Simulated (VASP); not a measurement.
Input of a VASP 6.6.1 run:

INCAR

```
SYSTEM = Os
PREC = Accurate
ENCUT = 520
EDIFF = 1E-6
ISMEAR = -1
SIGMA = 0.05
LREAL = .False.
LASPH = .True.
NELM = 60
ALGO = Normal
ISIF = 2
LWAVE = .False.
LCHARG = .False.
GGA = PE
NBANDS = 15
```

Contents of KPOINTS:

```
Automatic mesh
0
Gamma
  15 15 9
  0 0 0
```

Contents of POSCAR:

```
Os
1.0
    2.7071623731      0.0000000000      0.0000000000
   -1.3535811866      2.3444713873      0.0000000000
    0.0000000000      0.0000000000      4.4060940000
Os
2
Direct
    0.3333333333      0.6666666667      0.2500000000
    0.6666666667      0.3333333333      0.7500000000
```

Potentials or basis: VASP PAW PBE potentials, release 64 (Os).

Launch:

```console
$ cat potpaw_PBE.64/Os/POTCAR > POTCAR
$ mpirun -np 1 vasp_std > vasp.out
```

Estimate the pressure.

8.6 GPa.

Predict the band gap on the k mesh.

zero (bands 8 and 9 overlap by 4.03 eV).

Stress tensor (GPa, compression positive):
```
14.50  0.00  0.00
 0.00 14.50  0.00
 0.00  0.00 -3.29
```

Caveat: the cell stands under pressure; spin-orbit coupling is left out, which moves the levels of the heavy elements.
